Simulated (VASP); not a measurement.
Wanted: the native input for a VASP 6.6.1 run.

```
Task                   : single point
Functional             : PBEsol
Potentials or basis    : VASP PAW PBE potentials, release 64 (Zn, S)
Cutoff                 : 520 eV
k mesh                 : 9 × 9 × 6
Occupations            : gaussian, width 0.01 eV
Spin                   : no spin polarisation
Dipole correction      : no
Further INCAR settings : ALGO = Normal; EDIFF = 1e-06; NBANDS = 26
```

The structure of ZnS (sol) lies in POSCAR:

```
ZnS
1.0
    3.7822376623      0.0000000000      0.0000000000
   -1.8911188312      3.2755138987      0.0000000000
    0.0000000000      0.0000000000      6.2081819577
Zn S
2 2
Direct
    0.3333333333      0.6666666667     -0.0625000000
    0.6666666667      0.3333333333      0.4375000000
    0.3333333333      0.6666666667      0.4375000000
    0.6666666667      0.3333333333      0.9375000000
```

The input as run:

INCAR

```
PREC     = Accurate       # precision mode
ENCUT    = 520            # plane-wave cutoff, eV
EDIFF    = 1E-6           # SCF threshold, eV
ISMEAR   = 0              # smearing method
SIGMA    = 0.01           # smearing width, eV
LREAL    = False          # projectors in reciprocal space
LASPH    = True           # aspherical terms in the spheres
NELM     = 60             # most SCF steps
ALGO     = Normal         # electronic algorithm
ISIF     = 2              # what is computed and relaxed
LWAVE    = False          # write WAVECAR
LCHARG   = True           # write CHGCAR
GGA      = PS             # functional
LELF     = True           # ELF
LVHAR    = True         
NBANDS   = 26             # bands
```

KPOINTS

```
Automatic mesh
0
Gamma
  9 9 6
```

Potentials or basis: VASP PAW PBE potentials, release 64 (Zn, S).

Launch:

```console
$ cat potpaw_PBE.64/Zn/POTCAR potpaw_PBE.64/S/POTCAR > POTCAR
$ mpirun -np 1 vasp_std > vasp.out
```

Results of the run:

```yaml
Pressure: 6.1 GPa
Band_gap_on_the_k_mesh: 2.55 eV, indirect (least direct gap 2.55 eV)
```

Caveat: the PAW data sets were made with another functional, which shifts forces and pressure a little.

Run time: 42 s on 1 thread of AMD EPYC 9R45 96-Core Processor (Zen 5) (shared host), peak memory 0.2 GiB.
